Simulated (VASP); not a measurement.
# KBr (Fm-3m) in VASP: notebook

Aim: see how the results for KBr move with the level of theory and the settings. Levels: r2SCAN, PBE. Tasks: single point.

Program: VASP 6.6.1. These are calculated values, not measurements. Logs are shortened: lines on timing, memory, paths and dates and some standing lists are left out, and cuts for length are marked.

**1. The cell of the first run**

The structure is cubic, space group Fm-3m (No. 225). The conventional cell has a = 6.604 Å, b = 6.604 Å, c = 6.604 Å, α = 90.00°, β = 90.00°, γ = 90.00°. Within 4.3 Å of K (site symmetry m-3m) lie 6 Br at 3.30 Å. Within 4.3 Å of Br (site symmetry m-3m) lie 6 K at 3.30 Å.

**2. Single point, r2SCAN**

POSCAR

```
KBr
1.0
    0.0000000000      3.3022478201      3.3022478201
    3.3022478201      0.0000000000      3.3022478201
    3.3022478201      3.3022478201      0.0000000000
K Br
1 1
Direct
    0.0000000000      0.0000000000      0.0000000000
    0.5000000000      0.5000000000      0.5000000000
```

INCAR.step1

```
SYSTEM = KBr
ALGO = Normal
EDIFF = 1E-4
ENCUT = 520
GGA = PE
ISMEAR = 0
LASPH = .True.
LCHARG = .False.
LREAL = .False.
LWAVE = .True.
NBANDS = 15
NELM = 100
PREC = Accurate
SIGMA = 0.01
```

INCAR.step2

```
SYSTEM = KBr
ALGO = Normal
EDIFF = 1E-6
ENCUT = 520
ISIF = 2
ISMEAR = 0
ISTART = 1
LASPH = .True.
LCHARG = .True.
LELF = .True.
LMIXTAU = .True.
LREAL = .False.
LVHAR = .True.
LWAVE = .False.
METAGGA = R2SCAN
NBANDS = 15
NELM = 100
PREC = Accurate
SIGMA = 0.01
```

KPOINTS

```
k-points
0
Gamma
  6 6 6
  0 0 0
```

Potentials or basis: VASP PAW PBE potentials, release 64 (K_sv, Br).

On the command line:

```
$ cat potpaw_PBE.64/K_sv/POTCAR potpaw_PBE.64/Br/POTCAR > POTCAR
$ cp INCAR.step1 INCAR
$ mpirun -np 1 vasp_std > vasp.out
$ cp INCAR.step2 INCAR
$ mpirun -np 1 vasp_std > vasp.out
```

OUTCAR:

```text
SYSTEM = KBr
   EDIFF = 1E-6
   ENCUT = 520
   ISIF = 2
   ISMEAR = 0
   ISTART = 1
   LASPH = .True.
   LREAL = .False.
   METAGGA = R2SCAN
   NELM = 100
   PREC = Accurate

 ion  position               nearest neighbor table
   1  0.000  0.000  0.000-   2 3.30   2 3.30   2 3.30   2 3.30   2 3.30   2 3.30
   2  0.500  0.500  0.500-   1 3.30   1 3.30   1 3.30   1 3.30   1 3.30   1 3.30

  LATTYP: Found a face centered cubic cell.
 ALAT       =     6.6044956402

  Lattice vectors:

 A1 = (   0.0000000000,   3.3022478201,   3.3022478201)
 A2 = (   3.3022478201,   0.0000000000,   3.3022478201)
 A3 = (   3.3022478201,   3.3022478201,   0.0000000000)

Analysis of symmetry for initial positions (statically):
=====================================================================
 Subroutine PRICEL returns:
 Original cell was already a primitive cell.

 Routine SETGRP: Setting up the symmetry group for a
 face centered cubic supercell.

 Subroutine GETGRP returns: Found 48 space group operations
 (whereof 48 operations were pure point group operations)
 out of a pool of 48 trial point group operations.

The static configuration has the point symmetry O_h .

Analysis of symmetry for dynamics (positions and initial velocities):
=====================================================================
 Subroutine PRICEL returns:
 Original cell was already a primitive cell.

 Routine SETGRP: Setting up the symmetry group for a
 face centered cubic supercell.

 Subroutine GETGRP returns: Found 48 space group operations
 (whereof 48 operations were pure point group operations)
 out of a pool of 48 trial point group operations.

The dynamic configuration has the point symmetry O_h .

 Subroutine INISYM returns: Found 48 space group operations
 (whereof 48 operations are pure point group operations),
 and found     1 'primitive' translations

----------------------------------------------------------------------------------------

                                     Primitive cell

  volume of cell :      72.0210

  direct lattice vectors                    reciprocal lattice vectors
     0.000000000  3.302247820  3.302247820    -0.151412016  0.151412016  0.151412016
     3.302247820  0.000000000  3.302247820     0.151412016 -0.151412016  0.151412016
     3.302247820  3.302247820  0.000000000     0.151412016  0.151412016 -0.151412016

  length of vectors
     4.670083654  4.670083654  4.670083654     0.262253305  0.262253305  0.262253305

  position of ions in fractional coordinates (direct lattice)
     0.000000000  0.000000000  0.000000000
[... 79 lines left out ...]
   PSTRESS=    0.0 pullay stress
   NELECT =      16.0000    total number of electrons
   NUPDOWN=      -1.0000    fix difference up-down
   EMIN   =  10.00;   EMAX   =-10.00  energy-range for DOS
   EFERMI =   0.00;   METHOD = LEGACY
   ISMEAR =     0;   SIGMA  =   0.01  broadening in eV -4-tet -1-fermi 0-gaus
   EFERMI_NEDOS =   21; number of points for ismear=-14 and -15
   IALGO  =     38    algorithm
   IMIX   =      4    mixing-type and parameters
     AMIX     =   0.40;   BMIX     =  1.00
     AMIX_MAG =   1.60;   BMIX_MAG =  1.00
  volume/ion in A,a.u.               =      36.01       243.01
  Fermi-wavevector in a.u.,A,eV,Ry     =   0.991506  1.873674 13.375661  0.983083
  Thomas-Fermi vector in A             =   2.123252
   LORBIT       =      0    0 simple, 1 ext, 2 COOP (PROOUT), +10 PAW based schemes
   METAGGA = R2SCAN    functional components
   LHFCALC =     F    Hartree Fock is set to
   AEXX    =    0.0000 exact exchange contribution
   IVDW    =     0    specifies the selected vdW correction
   LEPSILON=     F    determine dielectric tensor
   LRPA    =     F    only Hartree local field effects (RPA)
 non-spin polarized calculation
 Gauss-broadening in eV      SIGMA  =   0.01
  energy-cutoff  :      520.00
  volume of cell :       72.02
 maximum number of plane-waves:      1964
   NGX = 17   NGY = 17   NGZ = 17

 number of electron      15.9999997 magnetization

 Free energy of the ion-electron system (eV)
  ---------------------------------------------------
  ext. energy  EPLUGINS =         0.00000000
  ---------------------------------------------------
  free energy    TOTEN  =       -23.24865422 eV

  energy without entropy =      -23.24865422  energy(sigma->0) =      -23.24865422

 E-fermi :  -2.0140     XC(G=0):  -7.7401

 val. band max:       -2.1567510303   @ k =   0.0000   0.0000   0.0000
 cond. band min:       2.9168854710   @ k =   0.0000   0.0000   0.0000
 fundamental gap:      5.0736365013
 Fermi energy:        -2.0140460219

 k-point     1 :       0.0000    0.0000    0.0000
  band No.  band energies     occupation
      1     -31.0437      2.00000
      2     -14.8823      2.00000
      3     -13.7496      2.00000
      4     -13.7496      2.00000
      5     -13.7496      2.00000
      6      -2.1568      2.00000
      7      -2.1568      2.00000
      8      -2.1568      2.00000
      9       2.9169      0.00000
     10       6.0791      0.00000
     11       6.0791      0.00000
     12       6.0791      0.00000
     13       7.0585      0.00000
     14       7.0585      0.00000
[... 257 lines left out ...]
      2     -14.8521      2.00000
      3     -13.8236      2.00000
      4     -13.7974      2.00000
      5     -13.6856      2.00000
      6      -2.8701      2.00000
      7      -2.6248      2.00000
      8      -2.6075      2.00000
      9       4.9575      0.00000
     10       6.6078      0.00000
     11       6.7188      0.00000
     12       7.9401      0.00000
     13       8.6966      0.00000
     14       9.4239      0.00000
     15       9.9503      0.00000

------------------------ aborting loop because EDIFF is reached ----------------------------------------

  FORCE on cell =-STRESS in cart. coord.  units (eV):
  Direction    XX          YY          ZZ          XY          YZ          ZX
  --------------------------------------------------------------------------------------
  -------------------------------------------------------------------------------------
  Total        0.0130028      0.0130028      0.0130028      0.0000000      0.0000000     -0.0000000
  in kB        0.2892592      0.2892592      0.2892592      0.0000000      0.0000000     -0.0000000
  external PRESSURE =       0.2892592 kB  Pullay stress =       0.0000000 kB

 VOLUME and BASIS-vectors are now :
 -----------------------------------------------------------------------------
  energy-cutoff  :      520.00
  volume of cell :       72.02
      direct lattice vectors                 reciprocal lattice vectors
     0.000000000  3.302247820  3.302247820    -0.151412016  0.151412016  0.151412016
     3.302247820  0.000000000  3.302247820     0.151412016 -0.151412016  0.151412016
     3.302247820  3.302247820  0.000000000     0.151412016  0.151412016 -0.151412016

 POSITION                                       TOTAL-FORCE (eV/Angst)
 -----------------------------------------------------------------------------------
      0.00000      0.00000      0.00000        -0.000000      0.000000     -0.000000
      3.30225      3.30225      3.30225         0.000000     -0.000000      0.000000
 -----------------------------------------------------------------------------------
    total drift:                                0.000000      0.000000      0.000000

  FREE ENERGIE OF THE ION-ELECTRON SYSTEM (eV)
  ---------------------------------------------------
  free  energy   TOTEN  =       -23.2486542239 eV

  energy  without entropy=      -23.2486542239  energy(sigma->0) =      -23.24865422
```

OSZICAR.step1:

```text
N       E                     dE             d eps       ncg     rms          rms(c)
DAV:   1     0.104913434846E+03    0.10491E+03   -0.69933E+03   480   0.952E+02
DAV:   2     0.486522191206E+00   -0.10443E+03   -0.95303E+02   628   0.232E+02
DAV:   3    -0.619821328512E+01   -0.66847E+01   -0.66399E+01   669   0.522E+01
DAV:   4    -0.638739274391E+01   -0.18918E+00   -0.18916E+00   700   0.821E+00
DAV:   5    -0.638891622132E+01   -0.15235E-02   -0.15235E-02   683   0.818E-01    0.310E+00
DAV:   6    -0.621690393946E+01    0.17201E+00   -0.21852E-01   599   0.224E+00    0.226E+00
DAV:   7    -0.620567730549E+01    0.11227E-01   -0.10721E-01   648   0.176E+00    0.102E+00
DAV:   8    -0.621465790065E+01   -0.89806E-02   -0.11890E-02   553   0.793E-01    0.113E-01
DAV:   9    -0.621547287796E+01   -0.81498E-03   -0.83685E-04   620   0.177E-01    0.787E-02
DAV:  10    -0.621575025152E+01   -0.27737E-03   -0.27812E-04   500   0.960E-02    0.118E-02
DAV:  11    -0.621576691036E+01   -0.16659E-04   -0.22006E-05   464   0.294E-02
   1 F= -.62157669E+01 E0= -.62157669E+01  d E =-.854278E-55
```

It took 46 s on 1 thread of Intel Xeon Platinum 8488C (Sapphire Rapids), shared host; peak memory 0.21 GiB.

What came out:

- Free energy: -23.2487 eV
- Pressure: 0.0 GPa
- Band gap on the k mesh: 5.07 eV, direct

Levels at points of the mesh, in eV from the valence-band top:
| k point | band 6 | band 7 | band 8 | band 9 | band 10 | band 11 |
| --- | --- | --- | --- | --- | --- | --- |
| (0.00, 0.00, 0.00) | 0.00 | 0.00 | 0.00 | 5.07 | 8.24 | 8.24 |
| (0.50, 0.00, 0.00) | -1.16 | -0.33 | -0.33 | 7.13 | 8.86 | 10.53 |
| (0.50, 0.50, 0.00) | -0.82 | -0.29 | -0.29 | 6.36 | 8.02 | 10.12 |

Caveat: the PAW data sets were made with another functional, which shifts forces and pressure a little.

**3. Single point, PBE, non-collinear spin, zero start, spin-orbit coupling**

INCAR

```
PREC = Accurate
ENCUT = 520
EDIFF = 1E-7
ISMEAR = 0
SIGMA = 0.01
LREAL = False
LASPH = True
NELM = 150
ALGO = Normal
ISIF = 2
LWAVE = False
LCHARG = False
MAGMOM = 0 0 0 0 0 0
LORBIT = 11
LSORBIT = True
GGA_COMPAT = False
LORBMOM = True
GGA = PE
NBANDS = 28
```

KPOINTS

```
regular mesh
0
Gamma
  4 4 4
```

POSCAR is that of step 2.

Potentials or basis: VASP PAW PBE potentials, release 64 (K_sv, Br).

On the command line:

```
$ cat potpaw_PBE.64/K_sv/POTCAR potpaw_PBE.64/Br/POTCAR > POTCAR
$ mpirun -np 1 vasp_ncl > vasp.out
```

Run time: 32 s. Hardware: 1 thread of Intel Xeon Platinum 8488C (Sapphire Rapids), shared host; peak memory 0.38 GiB.

The run converged. Its results:

```
Free energy                                           : -6.2447 eV
Pressure                                              : 0.7 GPa
Net moment                                            : 0.00 μB per cell
Valence electrons inside the program's atomic spheres : K 7.56; Br 4.90
```

Moments on the atoms (μB; x, y, z):
```
K   0.00 0.00 0.00
Br  0.00 0.00 0.00
```

Caveat: the k points lie up to 0.41 Å⁻¹ apart.
